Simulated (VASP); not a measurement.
Crystal: Al.

```
Al
1.0
     2.86348    0.00000    0.00000
    -1.43174    2.47985    0.00000
     0.00000    0.00000    4.67607
Al
2
Direct
  0.33333 0.66667 0.25000
  0.66667 0.33333 0.75000
```

- Program: VASP 6.6.1
- Task: relaxation of cell and atoms
- Functional: BLYP
- Potentials or basis: VASP PAW PBE potentials, release 64 (Al)
- Cutoff: 600 eV
- k mesh: 13 × 13 × 7
- Occupations: fermi-dirac, width 0.1 eV
- Spin: no spin polarisation

At the start: pressure 3.8 GPa; volume 16.60 Å³/atom.

**Question.** Where does the relaxation end?

**Answer.** Over 3 steps the energy falls by 11.8 meV/atom and the volume is 17.66 Å³/atom (+6.4 %); space group P6_3/mmc (No. 194, to 0.05 Å).

Step by step:
| step | energy change (eV) | largest force (eV/Å) | pressure (GPa) | volume (Å³) |
| --- | --- | --- | --- | --- |
| 1 | 0.0000 | 0.0000 | 3.82 | 33.20 |
| 2 | -0.0235 | 0.0000 | 0.25 | 35.15 |
| 3 | -0.0236 | 0.0000 | -0.01 | 35.32 |

Final structure:
```
Al
1.0
     2.92228    0.00000    0.00000
    -1.46114    2.53077    0.00000
     0.00000    0.00000    4.77525
Al
2
Cartesian
  0.0000 1.6872 1.1938
  1.4611 0.8436 3.5814
```

Caveat: the PAW data sets were made with another functional, which shifts forces and pressure a little.
